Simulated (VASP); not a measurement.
# Te2Mo (Fm-3m) in VASP: a series of runs

Runs on Te2Mo. Level: PBEsol. Tasks: single point.

Everything below comes from runs of VASP 6.6.1. Logs are shortened: lines on timing, memory, paths and dates and some standing lists are left out, and cuts for length are marked.

### 1 The cell of the first run

Symmetry: Fm-3m, No. 225, cubic system. Conventional cell: a = 6.630 Å, b = 6.630 Å, c = 6.630 Å, α = 90.00°, β = 90.00°, γ = 90.00°. Mo (site symmetry m-3m) has 8 Te at 2.87 Å within 3.8 Å. Within 3.8 Å of Te (site symmetry -43m) lie 4 Mo at 2.87 Å and 6 Te at 3.31 Å.

### 2 Single point, PBEsol

INCAR reads:

```
SYSTEM = Te2Mo
PREC     = Accurate       ! precision mode
ENCUT    = 500            ! plane-wave cutoff, eV
EDIFF    = 1E-6           ! SCF threshold, eV
ISMEAR   = -1             ! smearing method
SIGMA    = 0.02           ! smearing width, eV
LREAL    = .FALSE.        ! projectors in reciprocal space
LASPH    = .TRUE.         ! aspherical terms in the spheres
NELM     = 120            ! most SCF steps
ALGO     = Normal         ! electronic algorithm
ISIF     = 2              ! what is computed and relaxed
LWAVE    = .FALSE.        ! write WAVECAR
LCHARG   = .TRUE.         ! write CHGCAR
GGA      = PS             ! functional
LELF     = .TRUE.         ! ELF
LVHAR    = .TRUE.       
NBANDS   = 20             ! bands
GGA_COMPAT= .FALSE.
```

KPOINTS reads:

```
Automatic mesh
0
G
  2 2 2
  0 0 0
```

POSCAR reads:

```
Te2Mo
1.0
    0.0000000000      3.3148317929      3.3148317929
    3.3148317929      0.0000000000      3.3148317929
    3.3148317929      3.3148317929      0.0000000000
Mo Te
1 2
Direct
    0.0000000000      0.0000000000      0.0000000000
    0.2500000000      0.2500000000      0.2500000000
    0.7500000000      0.7500000000      0.7500000000
```

Potentials or basis: VASP PAW PBE potentials, release 64 (Mo_sv, Te).

Run with:

```sh
$ cat potpaw_PBE.64/Mo_sv/POTCAR potpaw_PBE.64/Te/POTCAR > POTCAR
$ mpirun -np 1 vasp_std > vasp.out
```

OUTCAR:

```text
SYSTEM = Te2Mo
   PREC = Accurate
   ENCUT = 500
   EDIFF = 1E-6
   ISMEAR = -1
   LREAL = .FALSE.
   LASPH = .TRUE.
   NELM = 120
   ISIF = 2
   GGA = PS

 ion  position               nearest neighbor table
   1  0.000  0.000  0.000-   2 2.87   3 2.87   3 2.87   3 2.87   3 2.87   2 2.87   2 2.87   2 2.87

   2  0.250  0.250  0.250-   1 2.87   1 2.87   1 2.87   1 2.87   3 3.31   3 3.31   3 3.31   3 3.31
                             3 3.31   3 3.31
   3  0.750  0.750  0.750-   1 2.87   1 2.87   1 2.87   1 2.87   2 3.31   2 3.31   2 3.31   2 3.31
                             2 3.31   2 3.31

  LATTYP: Found a face centered cubic cell.
 ALAT       =     6.6296635858

  Lattice vectors:

 A1 = (   0.0000000000,   3.3148317929,   3.3148317929)
 A2 = (   3.3148317929,   0.0000000000,   3.3148317929)
 A3 = (   3.3148317929,   3.3148317929,   0.0000000000)

Analysis of symmetry for initial positions (statically):
=====================================================================
 Subroutine PRICEL returns:
 Original cell was already a primitive cell.

 Routine SETGRP: Setting up the symmetry group for a
 face centered cubic supercell.

 Subroutine GETGRP returns: Found 48 space group operations
 (whereof 48 operations were pure point group operations)
 out of a pool of 48 trial point group operations.

The static configuration has the point symmetry O_h .

Analysis of symmetry for dynamics (positions and initial velocities):
=====================================================================
 Subroutine PRICEL returns:
 Original cell was already a primitive cell.

 Routine SETGRP: Setting up the symmetry group for a
 face centered cubic supercell.

 Subroutine GETGRP returns: Found 48 space group operations
 (whereof 48 operations were pure point group operations)
 out of a pool of 48 trial point group operations.

The dynamic configuration has the point symmetry O_h .

 Subroutine INISYM returns: Found 48 space group operations
 (whereof 48 operations are pure point group operations),
 and found     1 'primitive' translations

----------------------------------------------------------------------------------------

                                     Primitive cell

  volume of cell :      72.8475

  direct lattice vectors                    reciprocal lattice vectors
     0.000000000  3.314831793  3.314831793    -0.150837216  0.150837216  0.150837216
     3.314831793  0.000000000  3.314831793     0.150837216 -0.150837216  0.150837216
     3.314831793  3.314831793  0.000000000     0.150837216  0.150837216 -0.150837216

  length of vectors
     4.687880079  4.687880079  4.687880079     0.261257722  0.261257722  0.261257722

  position of ions in fractional coordinates (direct lattice)
     0.000000000  0.000000000  0.000000000
     0.250000000  0.250000000  0.250000000
     0.750000000  0.750000000  0.750000000

  ion indices of the primitive-cell ions
   primitive index   ion index
                 1           1
                 2           2
                 3           3

----------------------------------------------------------------------------------------

 KPOINTS: Automatic mesh

Automatic generation of k-mesh.
 Grid dimensions read from file:
 generate k-points for:    2    2    2

 Generating k-lattice:

  Cartesian coordinates                     Fractional coordinates (reciprocal lattice)
    -0.075418608  0.075418608  0.075418608     0.500000000  0.000000000  0.000000000
     0.075418608 -0.075418608  0.075418608     0.000000000  0.500000000  0.000000000
     0.075418608  0.075418608 -0.075418608     0.000000000  0.000000000  0.500000000

  Length of vectors
     0.130628861  0.130628861  0.130628861

  Shift w.r.t. Gamma in fractional coordinates (k-lattice)
     0.000000000  0.000000000  0.000000000

 Subroutine IBZKPT returns following result:
 ===========================================

 Found      3 irreducible k-points:

 Following reciprocal coordinates:
            Coordinates               Weight
  0.000000  0.000000  0.000000      1.000000
  0.500000  0.000000  0.000000      4.000000
  0.500000  0.500000  0.000000      3.000000
   k-points           NKPTS =      3   k-points in BZ     NKDIM =      3   number of bands    NBANDS=     20
   number of dos      NEDOS =    301   number of ions     NIONS =      3
   total plane-waves  NPLWV =  46656
   dimension x,y,z NGX =    36 NGY =   36 NGZ =   36
   dimension x,y,z NGXF=    72 NGYF=   72 NGZF=   72
   ions per type =               1   2
   NGX,Y,Z   is equivalent  to a cutoff of  12.77, 12.77, 12.77 a.u.
   NGXF,Y,Z  is equivalent  to a cutoff of  25.53, 25.53, 25.53 a.u.
 SYSTEM =  Te2Mo
   PREC   = accura    normal or accurate (medium, high low for compatibility)
   ISTART =      0    job   : 0-new  1-cont  2-samecut
   ICHARG =      2    charge: 1-file 2-atom 10-const
   ISPIN  =      1    spin polarized calculation?
   LNONCOLLINEAR =      F non collinear calculations
   LSORBIT =      F    spin-orbit coupling
   LASPH  =      T    aspherical Exc in radial PAW
   ENCUT  =  500.0 eV  36.75 Ry    6.06 a.u.   8.55  8.55  8.55*2*pi/ulx,y,z
   NELM   =    120;   NELMIN=  2; NELMDL= -5     # of ELM steps
   EDIFF  = 0.1E-05   stopping-criterion for ELM
   LREAL  =      F    real-space projection
   EDIFFG = 0.1E-04   stopping-criterion for IOM
   NSW    =      0    number of steps for IOM
   IBRION =     -1    ionic relax: 0-MD 1-quasi-New 2-CG
   NFREE  =      0    steps in history (QN), initial steepest desc. (CG)
   ISIF   =      2    stress and relaxation
   ISYM   =      2    0-nonsym 1-usesym 2-fastsym
   POTIM  = 0.5000    time-step for ionic-motion
   TEBEG  =    0.0;   TEEND  =   0.0 temperature during run
   PSTRESS=    0.0 pullay stress
   NELECT =      26.0000    total number of electrons
   NUPDOWN=      -1.0000    fix difference up-down
   EMIN   =  10.00;   EMAX   =-10.00  energy-range for DOS
   EFERMI =   0.00;   METHOD = LEGACY
   ISMEAR =    -1;   SIGMA  =   0.02  broadening in eV -4-tet -1-fermi 0-gaus
   EFERMI_NEDOS =   21; number of points for ismear=-14 and -15
   IALGO  =     38    algorithm
   IMIX   =      4    mixing-type and parameters
     AMIX     =   0.40;   BMIX     =  1.00
     AMIX_MAG =   1.60;   BMIX_MAG =  1.00
  volume/ion in A,a.u.               =      24.28       163.87
  Fermi-wavevector in a.u.,A,eV,Ry     =   1.161256  2.194455 18.347652  1.348514
  Thomas-Fermi vector in A             =   2.297829
   LORBIT       =      0    0 simple, 1 ext, 2 COOP (PROOUT), +10 PAW based schemes
   GGA     = PS    functional components
   LHFCALC =     F    Hartree Fock is set to
   AEXX    =    0.0000 exact exchange contribution
   IVDW    =     0    specifies the selected vdW correction
   LEPSILON=     F    determine dielectric tensor
   LRPA    =     F    only Hartree local field effects (RPA)
 non-spin polarized calculation
  energy-cutoff  :      500.00
  volume of cell :       72.85
 maximum number of plane-waves:      1868
 NGX is ok and might be reduce to    36
   NGX = 17   NGY = 17   NGZ = 17

 number of electron      26.0000001 magnetization

 Free energy of the ion-electron system (eV)
  ---------------------------------------------------
  ext. energy  EPLUGINS =         0.00000000
  ---------------------------------------------------
  free energy    TOTEN  =       -19.16647618 eV

  energy without entropy =      -19.15691943  energy(sigma->0) =      -19.16169781

 E-fermi :   8.5803     XC(G=0): -10.7908

 val. band max:        8.2740577821   @ k =   0.5000   0.0000   0.0000
 cond. band min:       8.5941470614   @ k =   0.5000   0.5000   0.0000
 fundamental gap:      0.3200892792
 Fermi energy:         8.5802788667

 k-point     1 :       0.0000    0.0000    0.0000
  band No.  band energies     occupation
      1     -51.7162      2.00000
      2     -25.8616      2.00000
      3     -25.8616      2.00000
      4     -25.8616      2.00000
      5      -5.1446      2.00000
      6      -0.5792      2.00000
      7       3.6440      2.00000
      8       3.6440      2.00000
      9       3.6440      2.00000
     10       8.0027      2.00000
     11       8.0027      2.00000
     12       8.7751      0.00012
     13       8.7751      0.00012
     14       8.7751      0.00012
     15      11.9346      0.00000
     16      11.9346      0.00000
     17      11.9346      0.00000
     18      12.1328      0.00000
     19      12.1328      0.00000
     20      12.1328      0.00000

 k-point     2 :       0.5000    0.0000    0.0000
  band No.  band energies     occupation
      1     -51.7158      2.00000
      2     -25.8733      2.00000
      3     -25.8634      2.00000
      4     -25.8634      2.00000
      5      -3.4476      2.00000
      6      -3.1021      2.00000
      7       4.5206      2.00000
      8       4.5206      2.00000
      9       5.3528      2.00000
     10       6.0681      2.00000
     11       6.0681      2.00000
     12       6.2741      2.00000
     13       8.2741      2.00000
     14       8.2741      2.00000
     15       9.9644      0.00000
     16      11.9181      0.00000
     17      11.9181      0.00000
     18      14.7406      0.00000
     19      15.7142      0.00000
     20      15.8402      0.00000

 k-point     3 :       0.5000    0.5000    0.0000
  band No.  band energies     occupation
      1     -51.7157      2.00000
      2     -25.8738      2.00000
      3     -25.8657      2.00000
      4     -25.8657      2.00000
      5      -3.4433      2.00000
      6      -2.4072      2.00000
      7       1.9464      2.00000
      8       3.9069      2.00000
      9       3.9069      2.00000
     10       6.9201      2.00000
     11       6.9201      2.00000
     12       7.8467      2.00000
     13       8.5941      0.66655
     14       9.9657      0.00000
     15      10.9306      0.00000
     16      12.3879      0.00000
     17      12.3879      0.00000
     18      12.5844      0.00000
     19      15.0236      0.00000
     20      16.1556      0.00000

------------------------ aborting loop because EDIFF is reached ----------------------------------------

  FORCE on cell =-STRESS in cart. coord.  units (eV):
  Direction    XX          YY          ZZ          XY          YZ          ZX
  --------------------------------------------------------------------------------------
  -------------------------------------------------------------------------------------
  Total       -4.4489228     -4.4489228     -4.4489228      0.0000000     -0.0000000     -0.0000000
  in kB      -97.8477795    -97.8477795    -97.8477795      0.0000000     -0.0000000     -0.0000000
  external PRESSURE =     -97.8477795 kB  Pullay stress =       0.0000000 kB

 VOLUME and BASIS-vectors are now :
 -----------------------------------------------------------------------------
  energy-cutoff  :      500.00
  volume of cell :       72.85
      direct lattice vectors                 reciprocal lattice vectors
     0.000000000  3.314831793  3.314831793    -0.150837216  0.150837216  0.150837216
     3.314831793  0.000000000  3.314831793     0.150837216 -0.150837216  0.150837216
     3.314831793  3.314831793  0.000000000     0.150837216  0.150837216 -0.150837216

 POSITION                                       TOTAL-FORCE (eV/Angst)
 -----------------------------------------------------------------------------------
      0.00000      0.00000      0.00000         0.000000      0.000000      0.000000
      1.65742      1.65742      1.65742         0.000000      0.000000      0.000000
      4.97225      4.97225      4.97225        -0.000000     -0.000000     -0.000000
 -----------------------------------------------------------------------------------
    total drift:                               -0.000000      0.000000      0.000000

  FREE ENERGIE OF THE ION-ELECTRON SYSTEM (eV)
  ---------------------------------------------------
  free  energy   TOTEN  =       -19.1664761785 eV

  energy  without entropy=      -19.1569194321  energy(sigma->0) =      -19.16169781
```

Run time: 5.2 s. Hardware: 1 thread of Intel Xeon 6975P-C (Granite Rapids), shared host; peak memory 0.2 GiB.

Results:

```yaml
Free_energy: -19.1665 eV
Pressure: -9.8 GPa
Band_gap_on_the_k_mesh: zero (band 13 reaches 8.78 eV, above the bottom of band 14 at 8.27 eV)
```

Levels at points of the mesh, in eV from the Fermi level:
```
           k point  band 10  band 11  band 12  band 13  band 14  band 15
(0.00, 0.00, 0.00)    -0.58    -0.58     0.19     0.19     0.19     3.35
(0.50, 0.00, 0.00)    -2.51    -2.51    -2.31    -0.31    -0.31     1.38
(0.50, 0.50, 0.00)    -1.66    -1.66    -0.73     0.01     1.39     2.35
```

Caveat: the k points lie up to 0.82 Å⁻¹ apart; the PAW data sets were made with another functional, which shifts forces and pressure a little; spin-orbit coupling is left out, which moves the levels of the heavy elements.

[end of part 1 of 2]
